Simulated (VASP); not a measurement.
GaP, 4 atoms in the cell. Symmetry: R-3m, No. 166, trigonal system. Conventional cell: a = 4.197 Å, b = 4.197 Å, c = 19.292 Å, α = 90.00°, β = 90.00°, γ = 120.00°. Within 3.3 Å of Ga (site symmetry 3m) lie 1 Ga at 2.49 Å and 3 P at 2.57 Å. P (site symmetry 3m) has 1 P at 2.21 Å and 3 Ga at 2.57 Å within 2.9 Å.  This cell differs from its parent crystal: strain +0.080 along x and y, +0.000 along z.

- Program: VASP 6.6.1
- Task: single point
- Functional: LDA
- Potentials or basis: VASP PAW LDA potentials, release 64 (Ga_d, P)
- Cutoff: 520 eV
- k mesh: 12 × 12 × 12
- Occupations: gaussian, width 0.05 eV
- Spin: no spin polarisation
- Dipole correction: no
- Further INCAR settings: ALGO = Normal; EDIFF = 1e-06; NBANDS = 26

Potentials or basis: VASP PAW LDA potentials, release 64 (Ga_d, P).

Launch:

```console
$ cat potpaw_LDA.64/Ga_d/POTCAR potpaw_LDA.64/P/POTCAR > POTCAR
$ mpirun -np 1 vasp_std > vasp.out
```

Hardware: 1 thread of Intel(R) Xeon(R) 6975P-C (Granite Rapids), with other jobs on the host.

Q: How long does it take, and how much memory?

A: Wall time 11 min on 1 thread of Intel(R) Xeon(R) 6975P-C (Granite Rapids) (shared host), peak memory 0.57 GiB. Counts: scf iterations 13, k points 189.
